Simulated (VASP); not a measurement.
Al4N5, 18 atoms in the cell. The cell holds a slab with vacuum, 18 atoms: a = 6.260 Å, b = 5.017 Å, c = 20.162 Å, α = 90.00°, β = 90.00°, γ = 90.00°. 

```yaml
Program: VASP 6.6.1
Task: single point
Functional: PBE
Potentials_or_basis: VASP PAW PBE potentials, release 64 (Al, N)
Cutoff: 520 eV
k_mesh: 5 × 6 × 1
Occupations: gaussian, width 0.05 eV
Spin: no spin polarisation
Dipole_correction: yes
Further_INCAR_settings: LREAL = Auto; ALGO = Normal; EDIFF = 1e-06; NBANDS = 52
```

Potentials or basis: VASP PAW PBE potentials, release 64 (Al, N).

Run with:

```console
$ cat potpaw_PBE.64/Al/POTCAR potpaw_PBE.64/N/POTCAR > POTCAR
$ mpirun -np 1 vasp_std > vasp.out
```

Hardware: 1 thread of Oxide Virtual Turin-like Processor, on a shared host.

Problem. How long does it take, and how much memory?

Solution. Wall time 29 min on 1 thread of Oxide Virtual Turin-like Processor, on a shared host, peak memory 0.72 GiB. Counts: scf iterations 27, k points 16.
